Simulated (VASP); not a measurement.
# Hf (Cmcm) in VASP: further runs

Hf is run at these levels: PBE; tasks: single point.

All numbers are computed with VASP 6.6.1; they aren't measurements. Logs are shortened: lines on timing, memory, paths and dates and some standing lists are left out, and cuts for length are marked.

### 1 The cell of the first run

Symmetry: Cmcm, No. 63, orthorhombic system. The conventional cell has a = 2.837 Å, b = 6.160 Å, c = 5.058 Å, α = 90.00°, β = 90.00°, γ = 90.00°. Within 3.7 Å of Hf (site symmetry m2m) lie 12 Hf at 2.84 to 3.39 Å.

### 2 Single point, PBE (strain -0.1125 x Voigt [1, -1, 0, 0, 0, 0])

INCAR reads:

```
PREC = Accurate
ENCUT = 520
EDIFF = 1E-7
ISMEAR = 0
SIGMA = 0.15
LREAL = F
LASPH = T
NELM = 80
ALGO = Fast
ISIF = 2
LWAVE = F
LCHARG = F
GGA = PE
NBANDS = 17
```

KPOINTS reads:

```
regular mesh
0
Gamma
  18 18 10
```

POSCAR reads:

```
Hf
1.0
    2.8370699402      0.0000000000      0.0000000000
   -1.4185349701      3.0798696198      0.0000000000
    0.0000000000      0.0000000000      5.0578000000
Hf
2
Direct
    0.3333333333      0.6666666667      0.2500000000
    0.6666666667      0.3333333333      0.7500000000
```

Potentials or basis: VASP PAW PBE potentials, release 64 (Hf_pv).

Run with:

```bash
cat potpaw_PBE.64/Hf_pv/POTCAR > POTCAR
mpirun -np 1 vasp_std > vasp.out
```

OUTCAR:

```text
PREC = Accurate
   ENCUT = 520
   EDIFF = 1E-7
   ISMEAR = 0
   LREAL = F
   LASPH = T
   NELM = 80
   ISIF = 2
   GGA = PE

 ion  position               nearest neighbor table
   1  0.333  0.667  0.250-   2 3.08   2 3.08   2 3.08   2 3.08   2 3.26   2 3.26
   2  0.667  0.333  0.750-   1 3.08   1 3.08   1 3.08   1 3.08   1 3.26   1 3.26

  LATTYP: Found a base centered orthorhombic cell.
 ALAT       =     2.8370699402
 B/A-ratio  =     2.1711622799
 C/A-ratio  =     1.7827547810

  Lattice vectors:

 A1 = (   1.4185349701,  -3.0798696198,   0.0000000000)
 A2 = (   1.4185349701,   3.0798696198,   0.0000000000)
 A3 = (   0.0000000000,   0.0000000000,   5.0578000000)

Analysis of symmetry for initial positions (statically):
=====================================================================
 Subroutine PRICEL returns:
 Original cell was already a primitive cell.

 Routine SETGRP: Setting up the symmetry group for a
 base centered orthorhombic supercell.

 Subroutine GETGRP returns: Found  8 space group operations
 (whereof  4 operations were pure point group operations)
 out of a pool of  8 trial point group operations.

The static configuration has the point symmetry C_2h.
 The point group associated with its full space group is D_2h.

Analysis of symmetry for dynamics (positions and initial velocities):
=====================================================================
 Subroutine PRICEL returns:
 Original cell was already a primitive cell.

 Routine SETGRP: Setting up the symmetry group for a
 base centered orthorhombic supercell.

 Subroutine GETGRP returns: Found  8 space group operations
 (whereof  4 operations were pure point group operations)
 out of a pool of  8 trial point group operations.

The dynamic configuration has the point symmetry C_2h.
 The point group associated with its full space group is D_2h.

 Subroutine INISYM returns: Found  8 space group operations
 (whereof  4 operations are pure point group operations),
 and found     1 'primitive' translations

----------------------------------------------------------------------------------------

                                     Primitive cell

  volume of cell :      44.1941

  direct lattice vectors                    reciprocal lattice vectors
     2.837069940  0.000000000  0.000000000     0.352476330  0.162344535  0.000000000
    -1.418534970  3.079869620  0.000000000     0.000000000  0.324689069  0.000000000
     0.000000000  0.000000000  5.057800000     0.000000000  0.000000000  0.197714421

  length of vectors
     2.837069940  3.390846257  5.057800000     0.388066117  0.324689069  0.197714421

  position of ions in fractional coordinates (direct lattice)
     0.333333333  0.666666667  0.250000000
     0.666666667  0.333333333  0.750000000

  ion indices of the primitive-cell ions
   primitive index   ion index
                 1           1
                 2           2

----------------------------------------------------------------------------------------

 KPOINTS: regular mesh

Automatic generation of k-mesh.
 Grid dimensions read from file:
 generate k-points for:   18   18   10

 Generating k-lattice:

  Cartesian coordinates                     Fractional coordinates (reciprocal lattice)
     0.019582018  0.009019141  0.000000000     0.055555556  0.000000000  0.000000000
     0.000000000  0.018038282  0.000000000     0.000000000  0.055555556  0.000000000
     0.000000000  0.000000000  0.019771442     0.000000000  0.000000000  0.100000000

  Length of vectors
     0.021559229  0.018038282  0.019771442

  Shift w.r.t. Gamma in fractional coordinates (k-lattice)
     0.000000000  0.000000000  0.000000000

 Subroutine IBZKPT returns following result:
 ===========================================

 Found    546 irreducible k-points:

 Following reciprocal coordinates:
            Coordinates               Weight
  0.000000  0.000000  0.000000      1.000000
  0.055556  0.000000  0.000000      4.000000
  0.111111  0.000000  0.000000      4.000000
  0.166667 -0.000000  0.000000      4.000000
  0.222222 -0.000000  0.000000      4.000000
  0.277778 -0.000000  0.000000      4.000000
[... 16 lines left out ...]
 -0.333333  0.055556  0.000000      4.000000
 -0.277778  0.055556  0.000000      4.000000
 [... further k-points ...]
   k-points           NKPTS =    546   k-points in BZ     NKDIM =    546   number of bands    NBANDS=     17
   number of dos      NEDOS =    301   number of ions     NIONS =      2
   total plane-waves  NPLWV =  26880
   dimension x,y,z NGX =    24 NGY =   28 NGZ =   40
   dimension x,y,z NGXF=    48 NGYF=   56 NGZF=   80
   ions per type =               2
   NGX,Y,Z   is equivalent  to a cutoff of  14.06, 13.73, 13.15 a.u.
   NGXF,Y,Z  is equivalent  to a cutoff of  28.13, 27.46, 26.30 a.u.
 SYSTEM =  unknown system
   PREC   = accura    normal or accurate (medium, high low for compatibility)
   ISTART =      0    job   : 0-new  1-cont  2-samecut
   ICHARG =      2    charge: 1-file 2-atom 10-const
   ISPIN  =      1    spin polarized calculation?
   LNONCOLLINEAR =      F non collinear calculations
   LSORBIT =      F    spin-orbit coupling
   LASPH  =      T    aspherical Exc in radial PAW
   ENCUT  =  520.0 eV  38.22 Ry    6.18 a.u.   5.28  6.30  9.40*2*pi/ulx,y,z
   NELM   =     80;   NELMIN=  2; NELMDL= -5     # of ELM steps
   EDIFF  = 0.1E-06   stopping-criterion for ELM
   LREAL  =      F    real-space projection
   EDIFFG = 0.1E-05   stopping-criterion for IOM
   NSW    =      0    number of steps for IOM
   IBRION =     -1    ionic relax: 0-MD 1-quasi-New 2-CG
   NFREE  =      0    steps in history (QN), initial steepest desc. (CG)
   ISIF   =      2    stress and relaxation
   ISYM   =      2    0-nonsym 1-usesym 2-fastsym
   POTIM  = 0.5000    time-step for ionic-motion
   TEBEG  =    0.0;   TEEND  =   0.0 temperature during run
   PSTRESS=    0.0 pullay stress
   NELECT =      20.0000    total number of electrons
   NUPDOWN=      -1.0000    fix difference up-down
   EMIN   =  10.00;   EMAX   =-10.00  energy-range for DOS
   EFERMI =   0.00;   METHOD = LEGACY
   ISMEAR =     0;   SIGMA  =   0.15  broadening in eV -4-tet -1-fermi 0-gaus
   EFERMI_NEDOS =   21; number of points for ismear=-14 and -15
   IALGO  =     68    algorithm
   IMIX   =      4    mixing-type and parameters
     AMIX     =   0.40;   BMIX     =  1.00
     AMIX_MAG =   1.60;   BMIX_MAG =  1.00
  volume/ion in A,a.u.               =      22.10       149.12
  Fermi-wavevector in a.u.,A,eV,Ry     =   1.256889  2.375175 21.494065  1.579769
  Thomas-Fermi vector in A             =   2.390575
   LORBIT       =      0    0 simple, 1 ext, 2 COOP (PROOUT), +10 PAW based schemes
   GGA     = PE    functional components
   LHFCALC =     F    Hartree Fock is set to
   AEXX    =    0.0000 exact exchange contribution
   IVDW    =     0    specifies the selected vdW correction
   LEPSILON=     F    determine dielectric tensor
   LRPA    =     F    only Hartree local field effects (RPA)
 non-spin polarized calculation
 RMM-DIIS sequential band-by-band and
 Gauss-broadening in eV      SIGMA  =   0.15
  energy-cutoff  :      520.00
  volume of cell :       44.19
 maximum number of plane-waves:      1214
 NGX is ok and might be reduce to    24
   NGX = 11   NGY = 13   NGZ = 19

 number of electron      19.9999998 magnetization

 Free energy of the ion-electron system (eV)
  ---------------------------------------------------
  ext. energy  EPLUGINS =         0.00000000
  ---------------------------------------------------
  free energy    TOTEN  =       -19.41273178 eV

  energy without entropy =      -19.38335273  energy(sigma->0) =      -19.39804226

 E-fermi :   4.8233     XC(G=0): -11.3126

 val. band max:        4.8211082048   @ k =  -0.2778   0.1111   0.2000
 cond. band min:       4.8232645600   @ k =  -0.1667   0.0556   0.0000
 fundamental gap:      0.0021563552
 Fermi energy:         4.8232616497

 k-point     1 :       0.0000    0.0000    0.0000
  band No.  band energies     occupation
      1     -26.0502      2.00000
      2     -25.4081      2.00000
      3     -25.2776      2.00000
      4     -25.1511      2.00000
      5     -25.0145      2.00000
      6     -24.8917      2.00000
[... 9 lines left out ...]
     16       9.0911      0.00000
     17       9.5326      0.00000

 k-point     2 :       0.0556    0.0000    0.0000
  band No.  band energies     occupation
      1     -26.0393      2.00000
      2     -25.4095      2.00000
      3     -25.2805      2.00000
      4     -25.1532      2.00000
      5     -25.0495      2.00000
      6     -24.9304      2.00000
[... 9 lines left out ...]
     16       8.8700      0.00000
     17       9.7647      0.00000

 k-point     3 :       0.1111    0.0000    0.0000
  band No.  band energies     occupation
      1     -26.0073      2.00000
      2     -25.4140      2.00000
      3     -25.2929      2.00000
      4     -25.1599      2.00000
      5     -25.1459      2.00000
      6     -25.0391      2.00000
[... 9 lines left out ...]
     16       8.3619      0.00000
     17      10.1216      0.00000

 k-point     4 :       0.1667   -0.0000    0.0000
  band No.  band energies     occupation
      1     -25.9564      2.00000
      2     -25.4253      2.00000
      3     -25.3515      2.00000
      4     -25.2597      2.00000
      5     -25.1890      2.00000
      6     -25.1719      2.00000
[... 9 lines left out ...]
     16       8.0060      0.00000
     17      10.4292      0.00000
[... 343 lines left out ...]
      1     -26.0252      2.00000
      2     -25.9600      2.00000
      3     -25.6642      2.00000
      4     -25.4103      2.00000
      5     -25.2801      2.00000
      6     -25.2781      2.00000
[... 9 lines left out ...]
     16      10.9479      0.00000
     17      11.0536      0.00000

 k-point    23 :      -0.3333    0.0556    0.0000
  band No.  band energies     occupation
      1     -25.8779      2.00000
      2     -25.8153      2.00000
      3     -25.7475      2.00000
      4     -25.3986      2.00000
      5     -25.2692      2.00000
      6     -25.2378      2.00000
[... 9 lines left out ...]
     16       9.7198      0.00000
     17      10.9323      0.00000

 k-point    24 :      -0.2778    0.0556    0.0000
  band No.  band energies     occupation
      1     -25.8295      2.00000
      2     -25.6982      2.00000
      3     -25.6337      2.00000
      4     -25.3863      2.00000
      5     -25.2613      2.00000
      6     -25.2047      2.00000
[... 9 lines left out ...]
     16       8.6674      0.00000
     17      10.7529      0.00000

 [... further k-points ...]
[... 5 lines left out ...]
  --------------------------------------------------------------------------------------
  -------------------------------------------------------------------------------------
  Total        4.4905576     -2.1053271     -0.1598400      0.0000000      0.0000000      0.0000000
  in kB      162.7971610    -76.3248803     -5.7947158      0.0000000      0.0000000      0.0000000
  external PRESSURE =      26.8925216 kB  Pullay stress =       0.0000000 kB

 VOLUME and BASIS-vectors are now :
 -----------------------------------------------------------------------------
  energy-cutoff  :      520.00
  volume of cell :       44.19
      direct lattice vectors                 reciprocal lattice vectors
     2.837069940  0.000000000  0.000000000     0.352476330  0.162344535  0.000000000
    -1.418534970  3.079869620  0.000000000     0.000000000  0.324689069  0.000000000
     0.000000000  0.000000000  5.057800000     0.000000000  0.000000000  0.197714421

 POSITION                                       TOTAL-FORCE (eV/Angst)
 -----------------------------------------------------------------------------------
     -0.00000      2.05325      1.26445        -0.000000      0.328330      0.000000
      1.41853      1.02662      3.79335         0.000000     -0.328330     -0.000000
 -----------------------------------------------------------------------------------
    total drift:                                0.000000     -0.000000      0.000000

  FREE ENERGIE OF THE ION-ELECTRON SYSTEM (eV)
  ---------------------------------------------------
  free  energy   TOTEN  =       -19.4127317794 eV

  energy  without entropy=      -19.3833527315  energy(sigma->0) =      -19.39804226
```

It took 4.3 min on 1 thread of Intel Xeon Platinum 8488C (Sapphire Rapids), shared host; peak memory 0.44 GiB.

Results:

```yaml
Free_energy: -19.4127 eV
Pressure: 2.7 GPa
Largest_force: 0.328 eV/Å
Band_gap_on_the_k_mesh: zero (bands 10 and 11 overlap by 1.22 eV)
```

Forces on the atoms (eV/Å):
```
Hf   0.000  0.328  0.000
Hf   0.000 -0.328  0.000
```

Caveat: the cell differs from its parent crystal (strain -0.1125 x Voigt [1, -1, 0, 0, 0, 0]); spin-orbit coupling is left out, which moves the levels of the heavy elements.

### 3 Single point, PBE (strain -0.0750 x Voigt [1, -1, 0, 0, 0, 0])

INCAR reads:

```
ALGO = Fast
EDIFF = 1E-7
ENCUT = 520
GGA = PE
ISIF = 2
ISMEAR = 0
LASPH = True
LCHARG = False
LREAL = False
LWAVE = False
NBANDS = 17
NELM = 80
PREC = Accurate
SIGMA = 0.15
```

KPOINTS reads:

```
k-points
0
Gamma
  18 18 10
```

POSCAR reads:

```
Hf
1.0
    2.9569461349      0.0000000000      0.0000000000
   -1.4784730674      2.9760537900      0.0000000000
    0.0000000000      0.0000000000      5.0578000000
Hf
2
Direct
    0.3333333333      0.6666666667      0.2500000000
    0.6666666667      0.3333333333      0.7500000000
```

Potentials or basis: VASP PAW PBE potentials, release 64 (Hf_pv).

Run with:

```bash
cat potpaw_PBE.64/Hf_pv/POTCAR > POTCAR
mpirun -np 1 vasp_std > vasp.out
```

Run time: 5.7 min. Hardware: 1 thread of Intel Xeon Platinum 8488C (Sapphire Rapids), shared host; peak memory 0.44 GiB.

Results (log left out):

```yaml
Free_energy: -19.6471 eV
Pressure: 1.4 GPa
Largest_force: 0.271 eV/Å
Band_gap_on_the_k_mesh: zero (bands 10 and 11 overlap by 1.16 eV)
```

Forces on the atoms (eV/Å):
```
Hf   0.000  0.271  0.000
Hf   0.000 -0.271  0.000
```

Stress tensor (GPa, compression positive):
```
11.88  0.00  0.00
 0.00 -6.81  0.00
 0.00  0.00 -0.90
```

Levels at points of the mesh, in eV from the Fermi level:
| k point | band 6 | band 7 | band 8 | band 9 | band 10 | band 11 | band 12 | band 13 | band 14 | band 15 |
| --- | --- | --- | --- | --- | --- | --- | --- | --- | --- | --- |
| (0.00, 0.00, 0.00) | -29.93 | -7.28 | -3.62 | 0.02 | 0.76 | 0.88 | 1.55 | 2.24 | 2.79 | 3.35 |
| (0.50, 0.00, 0.00) | -30.21 | -3.04 | -2.60 | -2.18 | -0.32 | 0.12 | 1.40 | 2.22 | 5.34 | 5.92 |
| (0.00, 0.50, 0.00) | -29.96 | -3.62 | -2.78 | -2.09 | -1.19 | 0.74 | 0.98 | 2.11 | 5.89 | 6.42 |
| (0.00, 0.00, 0.50) | -29.99 | -5.29 | -5.29 | 0.03 | 0.03 | 0.19 | 0.19 | 2.49 | 2.49 | 4.41 |
| (0.50, 0.00, 0.50) | -30.26 | -3.19 | -3.19 | -0.85 | -0.85 | 1.70 | 1.70 | 2.38 | 2.38 | 5.47 |
| (0.00, 0.50, 0.50) | -30.06 | -3.55 | -3.55 | -1.08 | -1.08 | 0.71 | 0.71 | 3.79 | 3.79 | 6.16 |

Caveat: the cell differs from its parent crystal (strain -0.0750 x Voigt [1, -1, 0, 0, 0, 0]); spin-orbit coupling is left out, which moves the levels of the heavy elements.
